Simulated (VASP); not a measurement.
Set up this calculation in VASP 6.6.1, as the native input.

| Item | Value |
| --- | --- |
| Task | single point |
| Functional | PBE |
| Potentials or basis | VASP PAW PBE potentials, release 64 (Ga_d) |
| Cutoff | 520 eV |
| k mesh | 12 × 12 × 10 |
| Occupations | fermi-dirac, width 0.08 eV |
| Spin | no spin polarisation |
| Dipole correction | no |
| Further INCAR settings | ALGO = Normal; EDIFF = 1e-06; NBANDS = 20 |

The structure of Ga lies in POSCAR:

```
Ga
1.0
    1.4402681632     -4.0377172988      0.0000000000
    1.4402681632      4.0377172988      0.0000000000
    0.0000000000      0.0000000000      3.1487241912
Ga
2
Direct
    0.8670000000      0.1330000000      0.2500000000
    0.1330000000      0.8670000000      0.7500000000
```

This cell differs from its parent crystal: volume scaled by 0.98.

The input as run:

INCAR

```
SYSTEM = Ga
ALGO     = Normal         ! electronic algorithm
EDIFF    = 1E-6           ! SCF threshold, eV
ENCUT    = 520            ! plane-wave cutoff, eV
GGA      = PE             ! functional
ISIF     = 2              ! what is computed and relaxed
ISMEAR   = -1             ! smearing method
LASPH    = .TRUE.         ! aspherical terms in the spheres
LCHARG   = .FALSE.        ! write CHGCAR
LREAL    = .FALSE.        ! projectors in reciprocal space
LWAVE    = .FALSE.        ! write WAVECAR
NBANDS   = 20             ! bands
NELM     = 100            ! most SCF steps
PREC     = Accurate       ! precision mode
SIGMA    = 0.08           ! smearing width, eV
```

KPOINTS

```
k-points
0
G
  12 12 10
  0 0 0
```

Potentials or basis: VASP PAW PBE potentials, release 64 (Ga_d).

Launch:

```sh
$ cat potpaw_PBE.64/Ga_d/POTCAR > POTCAR
$ mpirun -np 1 vasp_std > vasp.out
```

It gave:

* Pressure: 2.8 GPa
* Largest force: 0.207 eV/Å
* Band gap on the k mesh: zero (band 13 reaches 11.05 eV, above the bottom of band 14 at 1.51 eV)

Wall time 2.8 min on 1 thread of Intel(R) Xeon(R) Platinum 8259CL CPU @ 2.50GHz (Skylake/Cascade Lake) (shared host), peak memory 0.28 GiB.
